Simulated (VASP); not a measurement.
Wanted: the native input for a VASP 6.6.1 run.

* Task: single point
* Functional: r2SCAN0
* Potentials or basis: VASP PAW PBE potentials, release 64 (Cd, S)
* Cutoff: 520 eV
* k mesh: 4 × 4 × 4
* Occupations: fermi-dirac, width 0.05 eV
* Spin: no spin polarisation
* Dipole correction: no
* Grid for exact exchange (PRECFOCK): Normal
* Further INCAR settings: ALGO = Normal; EDIFF = 1e-06; NBANDS = 16
* Share of exact exchange: 0.25

The system is CdS.

```
Cd S
1.0
     0.00000    2.91650    2.91650
     2.91650    0.00000    2.91650
     2.91650    2.91650    0.00000
Cd S
1 1
Direct
  0.00000 0.00000 0.00000
  0.75000 0.75000 0.75000
```

One way to write it, as run:

POSCAR

```
CdS
1.0
    0.0000000000      2.9165000000      2.9165000000
    2.9165000000      0.0000000000      2.9165000000
    2.9165000000      2.9165000000      0.0000000000
Cd S
1 1
Direct
    0.0000000000      0.0000000000      0.0000000000
    0.7500000000      0.7500000000      0.7500000000
```

INCAR.step1

```
SYSTEM = CdS
  ALGO = Normal
  EDIFF = 1E-5
  ENCUT = 520
  GGA = PE
  ISIF = 2
  ISMEAR = -1
  LASPH = .True.
  LREAL = .False.
  LWAVE = .True.
  NBANDS = 16
  NELM = 100
  PREC = Accurate
  SIGMA = 0.05
```

INCAR.step2

```
SYSTEM = CdS
  AEXX = 0.25
  ALGO = Normal
  EDIFF = 1E-6
  ENCUT = 520
  ISIF = 2
  ISMEAR = -1
  ISTART = 1
  LASPH = .True.
  LCHARG = .True.
  LELF = .True.
  LHFCALC = .True.
  LMIXTAU = .True.
  LREAL = .False.
  LVHAR = .True.
  LWAVE = .False.
  METAGGA = R2SCAN
  NBANDS = 16
  NELM = 100
  PREC = Accurate
  PRECFOCK = Normal
  SIGMA = 0.05
```

KPOINTS

```
k-points
0
Gamma
  4 4 4
  0 0 0
```

Potentials or basis: VASP PAW PBE potentials, release 64 (Cd, S).

Command:

```console
$ cat potpaw_PBE.64/Cd/POTCAR potpaw_PBE.64/S/POTCAR > POTCAR
$ cp INCAR.step1 INCAR
$ mpirun -np 1 vasp_std > vasp.out
$ cp INCAR.step2 INCAR
$ mpirun -np 1 vasp_std > vasp.out
```

It gave:

- Pressure: 1.2 GPa
- Band gap on the k mesh: 3.15 eV

Caveat: the k points lie up to 0.47 Å⁻¹ apart; the PAW data sets were made with another functional, which shifts forces and pressure a little.

Wall time 4.1 min on 1 thread of Intel(R) Xeon(R) Platinum 8259CL CPU @ 2.50GHz (Skylake/Cascade Lake) (shared host), peak memory 0.19 GiB.
